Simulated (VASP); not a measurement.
A run of VASP 6.6.1:

Contents of POSCAR:

```
Ni3Ge
1.0
    3.5303340000      0.0000000000      0.0000000000
    0.0000000000      3.5303340000      0.0000000000
    0.0000000000      0.0000000000      3.5303340000
Ni Ge
3 1
Direct
    0.5000000000      0.0000000000      0.5000000000
    0.0000000000      0.5000000000      0.5000000000
    0.5000000000      0.5000000000      0.0000000000
    0.0000000000      0.0000000000      0.0000000000
```

File INCAR.step1:

```
SYSTEM = Ni3Ge
PREC = Accurate
ENCUT = 520
ISMEAR = -1
SIGMA = 0.2
LREAL = .False.
LASPH = .True.
NELM = 150
ISPIN = 2
MAGMOM = 0.96 0.96 0.96 0.11
NUPDOWN = 2.7
LMAXMIX = 4
NBANDS = 34
GGA = PE
ALGO = Normal
EDIFF = 1E-4
LWAVE = .True.
LCHARG = .False.
```

File INCAR.step2:

```
SYSTEM = Ni3Ge
PREC = Accurate
ENCUT = 520
EDIFF = 1E-6
ISMEAR = -1
SIGMA = 0.2
LREAL = .False.
LASPH = .True.
NELM = 150
ALGO = Normal
ISIF = 2
LWAVE = .False.
LCHARG = .False.
ISPIN = 2
MAGMOM = 0.96 0.96 0.96 0.11
LORBIT = 11
NUPDOWN = 2.7
LMAXMIX = 4
METAGGA = R2SCAN
LMIXTAU = .True.
IVDW = 13
VDW_S6 = 1.0
VDW_S8 = 0.6018749
VDW_A1 = 0.51559235
VDW_A2 = 5.77342911
NBANDS = 34
ISTART = 1
```

KPOINTS

```
Automatic mesh
0
Gamma
  7 7 7
  0.5 0.5 0.5
```

Potentials or basis: VASP PAW PBE potentials, release 64 (Ni, Ge_d).

Command:

```sh
$ cat potpaw_PBE.64/Ni/POTCAR potpaw_PBE.64/Ge_d/POTCAR > POTCAR
$ cp INCAR.step1 INCAR
$ mpirun -np 1 vasp_std > vasp.out
$ cp INCAR.step2 INCAR
$ mpirun -np 1 vasp_std > vasp.out
```

Hardware: 1 thread of Intel(R) Xeon(R) 6975P-C (Granite Rapids), on a shared host.

Problem. Estimate the wall time of this run.

Solution. Run time: 120 s on 1 thread of Intel(R) Xeon(R) 6975P-C (Granite Rapids), on a shared host, peak memory 0.2 GiB. Counts: k points 20.
